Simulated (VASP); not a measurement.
# SnO2 (Fm-3m) in VASP: further runs

SnO2 is run at these levels: PBE; tasks: single point, relaxation of cell and atoms.

Program: VASP 6.6.1. These are calculated values, not measurements. Logs are shortened: lines on timing, memory, paths and dates and some standing lists are left out, and cuts for length are marked.

## (1) The cell of the first run

Symmetry: Fm-3m, No. 225, cubic system. Conventional cell: a = 5.144 Å, b = 5.144 Å, c = 5.144 Å, α = 90.00°, β = 90.00°, γ = 90.00°. Within 2.9 Å of Sn (site symmetry m-3m) lie 8 O at 2.23 Å. Within 2.9 Å of O (site symmetry -43m) lie 4 Sn at 2.23 Å and 6 O at 2.57 Å.

## (2) Single point, PBE

Input file INCAR:

```
PREC = Accurate
ENCUT = 520
EDIFF = 1E-6
ISMEAR = 0
SIGMA = 0.1
LREAL = F
LASPH = T
NELM = 60
ALGO = Normal
ISIF = 2
LWAVE = F
LCHARG = F
GGA = PE
NBANDS = 20
```

Input file KPOINTS:

```
regular mesh
0
Gamma
  14 14 14
```

Input file POSCAR:

```
SnO2
1.0
    0.0000000000      2.5719822669      2.5719822669
    2.5719822669      0.0000000000      2.5719822669
    2.5719822669      2.5719822669      0.0000000000
Sn O
1 2
Direct
    0.0000000000      0.0000000000      0.0000000000
    0.2500000000      0.2500000000      0.2500000000
    0.7500000000      0.7500000000      0.7500000000
```

Potentials or basis: VASP PAW PBE potentials, release 64 (Sn_d, O).

On the command line:

```console
$ cat potpaw_PBE.64/Sn_d/POTCAR potpaw_PBE.64/O/POTCAR > POTCAR
$ mpirun -np 1 vasp_std > vasp.out
```

OUTCAR:

```text
PREC = Accurate
   ENCUT = 520
   EDIFF = 1E-6
   ISMEAR = 0
   LREAL = F
   LASPH = T
   NELM = 60
   ISIF = 2
   GGA = PE

 ion  position               nearest neighbor table
   1  0.000  0.000  0.000-   3 2.23   3 2.23   3 2.23   2 2.23   3 2.23   2 2.23   2 2.23   2 2.23

   2  0.250  0.250  0.250-   1 2.23   1 2.23   1 2.23   1 2.23
   3  0.750  0.750  0.750-   1 2.23   1 2.23   1 2.23   1 2.23

  LATTYP: Found a face centered cubic cell.
 ALAT       =     5.1439645338

  Lattice vectors:

 A1 = (   0.0000000000,   2.5719822669,   2.5719822669)
 A2 = (   2.5719822669,   0.0000000000,   2.5719822669)
 A3 = (   2.5719822669,   2.5719822669,   0.0000000000)

Analysis of symmetry for initial positions (statically):
=====================================================================
 Subroutine PRICEL returns:
 Original cell was already a primitive cell.

 Routine SETGRP: Setting up the symmetry group for a
 face centered cubic supercell.

 Subroutine GETGRP returns: Found 48 space group operations
 (whereof 48 operations were pure point group operations)
 out of a pool of 48 trial point group operations.

The static configuration has the point symmetry O_h .

Analysis of symmetry for dynamics (positions and initial velocities):
=====================================================================
 Subroutine PRICEL returns:
 Original cell was already a primitive cell.

 Routine SETGRP: Setting up the symmetry group for a
 face centered cubic supercell.

 Subroutine GETGRP returns: Found 48 space group operations
 (whereof 48 operations were pure point group operations)
 out of a pool of 48 trial point group operations.

The dynamic configuration has the point symmetry O_h .

 Subroutine INISYM returns: Found 48 space group operations
 (whereof 48 operations are pure point group operations),
 and found     1 'primitive' translations

----------------------------------------------------------------------------------------

                                     Primitive cell

  volume of cell :      34.0278

  direct lattice vectors                    reciprocal lattice vectors
     0.000000000  2.571982267  2.571982267    -0.194402585  0.194402585  0.194402585
     2.571982267  0.000000000  2.571982267     0.194402585 -0.194402585  0.194402585
     2.571982267  2.571982267  0.000000000     0.194402585  0.194402585 -0.194402585

  length of vectors
     3.637332204  3.637332204  3.637332204     0.336715153  0.336715153  0.336715153

  position of ions in fractional coordinates (direct lattice)
     0.000000000  0.000000000  0.000000000
     0.250000000  0.250000000  0.250000000
     0.750000000  0.750000000  0.750000000

  ion indices of the primitive-cell ions
   primitive index   ion index
                 1           1
                 2           2
                 3           3

----------------------------------------------------------------------------------------

 KPOINTS: regular mesh

Automatic generation of k-mesh.
 Grid dimensions read from file:
 generate k-points for:   14   14   14

 Generating k-lattice:

  Cartesian coordinates                     Fractional coordinates (reciprocal lattice)
    -0.013885899  0.013885899  0.013885899     0.071428571  0.000000000  0.000000000
     0.013885899 -0.013885899  0.013885899     0.000000000  0.071428571  0.000000000
     0.013885899  0.013885899 -0.013885899     0.000000000  0.000000000  0.071428571

  Length of vectors
     0.024051082  0.024051082  0.024051082

  Shift w.r.t. Gamma in fractional coordinates (k-lattice)
     0.000000000  0.000000000  0.000000000

 Subroutine IBZKPT returns following result:
 ===========================================

 Found    104 irreducible k-points:

 Following reciprocal coordinates:
            Coordinates               Weight
  0.000000  0.000000  0.000000      1.000000
  0.071429  0.000000  0.000000      8.000000
  0.142857  0.000000  0.000000      8.000000
  0.214286  0.000000  0.000000      8.000000
  0.285714  0.000000  0.000000      8.000000
  0.357143  0.000000  0.000000      8.000000
[... 16 lines left out ...]
  0.214286  0.142857  0.000000     24.000000
  0.285714  0.142857  0.000000     24.000000
 [... further k-points ...]
   k-points           NKPTS =    104   k-points in BZ     NKDIM =    104   number of bands    NBANDS=     20
   number of dos      NEDOS =    301   number of ions     NIONS =      3
   total plane-waves  NPLWV =  21952
   dimension x,y,z NGX =    28 NGY =   28 NGZ =   28
   dimension x,y,z NGXF=    56 NGYF=   56 NGZF=   56
   ions per type =               1   2
   NGX,Y,Z   is equivalent  to a cutoff of  12.80, 12.80, 12.80 a.u.
   NGXF,Y,Z  is equivalent  to a cutoff of  25.60, 25.60, 25.60 a.u.
 SYSTEM =  unknown system
   PREC   = accura    normal or accurate (medium, high low for compatibility)
   ISTART =      0    job   : 0-new  1-cont  2-samecut
   ICHARG =      2    charge: 1-file 2-atom 10-const
   ISPIN  =      1    spin polarized calculation?
   LNONCOLLINEAR =      F non collinear calculations
   LSORBIT =      F    spin-orbit coupling
   LASPH  =      T    aspherical Exc in radial PAW
   ENCUT  =  520.0 eV  38.22 Ry    6.18 a.u.   6.76  6.76  6.76*2*pi/ulx,y,z
   NELM   =     60;   NELMIN=  2; NELMDL= -5     # of ELM steps
   EDIFF  = 0.1E-05   stopping-criterion for ELM
   LREAL  =      F    real-space projection
   EDIFFG = 0.1E-04   stopping-criterion for IOM
   NSW    =      0    number of steps for IOM
   IBRION =     -1    ionic relax: 0-MD 1-quasi-New 2-CG
   NFREE  =      0    steps in history (QN), initial steepest desc. (CG)
   ISIF   =      2    stress and relaxation
   ISYM   =      2    0-nonsym 1-usesym 2-fastsym
   POTIM  = 0.5000    time-step for ionic-motion
   TEBEG  =    0.0;   TEEND  =   0.0 temperature during run
   PSTRESS=    0.0 pullay stress
   NELECT =      26.0000    total number of electrons
   NUPDOWN=      -1.0000    fix difference up-down
   EMIN   =  10.00;   EMAX   =-10.00  energy-range for DOS
   EFERMI =   0.00;   METHOD = LEGACY
   ISMEAR =     0;   SIGMA  =   0.10  broadening in eV -4-tet -1-fermi 0-gaus
   EFERMI_NEDOS =   21; number of points for ismear=-14 and -15
   IALGO  =     38    algorithm
   IMIX   =      4    mixing-type and parameters
     AMIX     =   0.40;   BMIX     =  1.00
     AMIX_MAG =   1.60;   BMIX_MAG =  1.00
  volume/ion in A,a.u.               =      11.34        76.54
  Fermi-wavevector in a.u.,A,eV,Ry     =   1.496654  2.828265 30.476672  2.239972
  Thomas-Fermi vector in A             =   2.608642
   LORBIT       =      0    0 simple, 1 ext, 2 COOP (PROOUT), +10 PAW based schemes
   GGA     = PE    functional components
   LHFCALC =     F    Hartree Fock is set to
   AEXX    =    0.0000 exact exchange contribution
   IVDW    =     0    specifies the selected vdW correction
   LEPSILON=     F    determine dielectric tensor
   LRPA    =     F    only Hartree local field effects (RPA)
 non-spin polarized calculation
 Gauss-broadening in eV      SIGMA  =   0.10
  energy-cutoff  :      520.00
  volume of cell :       34.03
 maximum number of plane-waves:       941
   NGX = 13   NGY = 13   NGZ = 13

 number of electron      25.9999991 magnetization

 Free energy of the ion-electron system (eV)
  ---------------------------------------------------
  ext. energy  EPLUGINS =         0.00000000
  ---------------------------------------------------
  free energy    TOTEN  =       -17.91680700 eV

  energy without entropy =      -17.91667635  energy(sigma->0) =      -17.91674167

 E-fermi :   7.5055     XC(G=0): -11.6764

 val. band max:        7.3815644889   @ k =  -0.2857   0.5000   0.2143
 cond. band min:       7.8872453525   @ k =   0.0714   0.0000   0.0000
 fundamental gap:      0.5056808635
 Fermi energy:         7.5054715187

 k-point     1 :       0.0000    0.0000    0.0000
  band No.  band energies     occupation
      1     -13.1816      2.00000
      2     -13.1816      2.00000
      3     -13.1816      2.00000
      4     -13.0564      2.00000
      5     -13.0564      2.00000
      6     -11.9350      2.00000
[... 12 lines left out ...]
     19      22.4863      0.00000
     20      22.4863      0.00000

 k-point     2 :       0.0714    0.0000    0.0000
  band No.  band energies     occupation
      1     -13.1989      2.00000
      2     -13.1779      2.00000
      3     -13.1779      2.00000
      4     -13.0565      2.00000
      5     -13.0565      2.00000
      6     -11.8857      2.00000
[... 12 lines left out ...]
     19      22.4958      0.00000
     20      22.4958      0.00000

 k-point     3 :       0.1429    0.0000    0.0000
  band No.  band energies     occupation
      1     -13.2511      2.00000
      2     -13.1684      2.00000
      3     -13.1684      2.00000
      4     -13.0563      2.00000
      5     -13.0563      2.00000
      6     -11.7329      2.00000
[... 12 lines left out ...]
     19      22.5239      0.00000
     20      22.5239      0.00000

 k-point     4 :       0.2143    0.0000    0.0000
  band No.  band energies     occupation
      1     -13.3318      2.00000
      2     -13.1570      2.00000
      3     -13.1570      2.00000
      4     -13.0537      2.00000
      5     -13.0537      2.00000
      6     -11.4722      2.00000
[... 12 lines left out ...]
     19      22.5651      0.00000
     20      22.8756      0.00000

 k-point     5 :       0.2857    0.0000    0.0000
  band No.  band energies     occupation
      1     -13.4241      2.00000
      2     -13.1482      2.00000
      3     -13.1482      2.00000
      4     -13.0466      2.00000
      5     -13.0466      2.00000
      6     -11.1127      2.00000
[... 12 lines left out ...]
     19      22.5993      0.00000
     20      23.3291      0.00000
[... 353 lines left out ...]
      6     -11.8026      2.00000
[... 12 lines left out ...]
     19      22.4634      0.00000
     20      22.5883      0.00000

 k-point    22 :       0.1429    0.1429    0.0000
  band No.  band energies     occupation
      1     -13.2800      2.00000
      2     -13.1555      2.00000
      3     -13.1555      2.00000
      4     -13.0669      2.00000
      5     -13.0489      2.00000
      6     -11.6830      2.00000
[... 12 lines left out ...]
     19      22.7395      0.00000
     20      23.0199      0.00000

 k-point    23 :       0.2143    0.1429    0.0000
  band No.  band energies     occupation
      1     -13.3312      2.00000
      2     -13.1509      2.00000
      3     -13.1425      2.00000
      4     -13.0713      2.00000
      5     -13.0449      2.00000
      6     -11.5077      2.00000
[... 12 lines left out ...]
     19      22.8704      0.00000
     20      23.8902      0.00000

 k-point    24 :       0.2857    0.1429    0.0000
  band No.  band energies     occupation
      1     -13.3912      2.00000
      2     -13.1603      2.00000
      3     -13.1310      2.00000
      4     -13.0731      2.00000
      5     -13.0388      2.00000
      6     -11.2252      2.00000
[... 12 lines left out ...]
     19      23.0013      0.00000
     20      24.8083      0.00000

 [... further k-points ...]

------------------------ aborting loop because EDIFF is reached ----------------------------------------

  FORCE on cell =-STRESS in cart. coord.  units (eV):
  Direction    XX          YY          ZZ          XY          YZ          ZX
  --------------------------------------------------------------------------------------
  -------------------------------------------------------------------------------------
  Total        0.1023850      0.1023850      0.1023850      0.0000000      0.0000000      0.0000000
  in kB        4.8207306      4.8207306      4.8207306      0.0000000      0.0000000      0.0000000
  external PRESSURE =       4.8207306 kB  Pullay stress =       0.0000000 kB

 VOLUME and BASIS-vectors are now :
 -----------------------------------------------------------------------------
  energy-cutoff  :      520.00
  volume of cell :       34.03
      direct lattice vectors                 reciprocal lattice vectors
     0.000000000  2.571982267  2.571982267    -0.194402585  0.194402585  0.194402585
     2.571982267  0.000000000  2.571982267     0.194402585 -0.194402585  0.194402585
     2.571982267  2.571982267  0.000000000     0.194402585  0.194402585 -0.194402585

 POSITION                                       TOTAL-FORCE (eV/Angst)
 -----------------------------------------------------------------------------------
      0.00000      0.00000      0.00000         0.000000     -0.000000      0.000000
      1.28599      1.28599      1.28599         0.000000      0.000000      0.000000
      3.85797      3.85797      3.85797        -0.000000      0.000000     -0.000000
 -----------------------------------------------------------------------------------
    total drift:                               -0.000000      0.000000      0.000000

  FREE ENERGIE OF THE ION-ELECTRON SYSTEM (eV)
  ---------------------------------------------------
  free  energy   TOTEN  =       -17.9168070029 eV

  energy  without entropy=      -17.9166763454  energy(sigma->0) =      -17.91674167
```

It took 50 s on 1 thread of Intel Xeon 8259CL, shared host; peak memory 0.2 GiB.

Results:

| Quantity | Value |
| --- | --- |
| Free energy | -17.9168 eV |
| Pressure | 0.5 GPa |
| Band gap on the k mesh | zero (bands 13 and 14 overlap by 0.16 eV) |

Levels at points of the mesh, in eV from the Fermi level:
| k point | band 10 | band 11 | band 12 | band 13 | band 14 | band 15 | band 16 | band 17 |
| --- | --- | --- | --- | --- | --- | --- | --- | --- |
| (0.00, 0.00, 0.00) | -2.91 | -1.43 | -1.43 | -1.43 | -0.28 | 6.86 | 6.86 | 6.86 |
| (0.50, 0.00, 0.00) | -3.35 | -3.35 | -2.14 | -2.14 | 4.38 | 7.73 | 9.94 | 9.94 |
| (0.50, 0.50, 0.00) | -5.38 | -0.31 | -0.31 | -0.21 | 2.95 | 6.76 | 9.65 | 11.67 |

Caveat: semilocal functionals underestimate gaps, and a narrow one can read as zero; spin-orbit coupling is left out, which moves the levels of the heavy elements.

## (3) Relaxation of cell and atoms, PBE

Input file INCAR:

```
PREC     = Accurate       # precision mode
ENCUT    = 600            # plane-wave cutoff, eV
EDIFF    = 1E-7           # SCF threshold, eV
ISMEAR   = 0              # smearing method
SIGMA    = 0.1            # smearing width, eV
LREAL    = False          # projectors in reciprocal space
LASPH    = True           # aspherical terms in the spheres
NELM     = 80             # most SCF steps
ALGO     = Normal         # electronic algorithm
ISIF     = 3              # what is computed and relaxed
LWAVE    = False          # write WAVECAR
LCHARG   = False          # write CHGCAR
GGA      = PE             # functional
IBRION   = 2              # ionic algorithm
NSW      = 80             # ionic steps
EDIFFG   = -0.01          # ionic threshold
```

KPOINTS is that of step 2.

POSCAR is that of step 2.

Potentials or basis: VASP PAW PBE potentials, release 64 (Sn_d, O).

On the command line:

```console
$ cat potpaw_PBE.64/Sn_d/POTCAR potpaw_PBE.64/O/POTCAR > POTCAR
$ mpirun -np 1 vasp_std > vasp.out
```

Wall time 2.1 min (1 thread of Intel Xeon 8259CL, shared host); peak memory 0.23 GiB.

The run converged. Its results:

```
Free energy                           : -17.9214 eV
Relaxed volume                        : 11.36 Å³/atom
Relaxed cell                          : a = 3.639 Å, b = 3.639 Å, c = 3.639 Å, α = 60.00°, β = 60.00°, γ = 60.00°
Space group after relaxing (to 0.1 Å) : Fm-3m (No. 225)
Energy gained by relaxing             : 0.0 meV/atom
Ionic steps                           : 3
Pressure after relaxing               : 0.0 GPa
Band gap on the k mesh                : zero (bands 13 and 14 overlap by 0.17 eV)
```

Final structure:
```yaml
crystal:
  lattice:
    - [0.00000, 2.57312, 2.57312]
    - [2.57312, 0.00000, 2.57312]
    - [2.57312, 2.57312, 0.00000]
  atoms:
    - { symbol: Sn, position: [0.00000, 0.00000, 0.00000] }
    - { symbol: O, position: [0.25000, 0.25000, 0.25000] }
    - { symbol: O, position: [0.75000, 0.75000, 0.75000] }
```

Levels at points of the mesh, in eV from the Fermi level:
| k point | band 11 | band 12 | band 13 | band 14 | band 15 | band 16 |
| --- | --- | --- | --- | --- | --- | --- |
| (0.00, 0.00, 0.00) | -1.43 | -1.43 | -1.43 | -0.29 | 6.86 | 6.86 |
| (0.50, 0.00, 0.00) | -3.35 | -2.14 | -2.14 | 4.37 | 7.72 | 9.92 |
| (0.50, 0.50, 0.00) | -0.31 | -0.31 | -0.21 | 2.95 | 6.75 | 9.64 |

Caveat: semilocal functionals underestimate gaps, and a narrow one can read as zero; spin-orbit coupling is left out, which moves the levels of the heavy elements.

The gap in the log of VASP goes by the Fermi energy; the results here count the filled bands.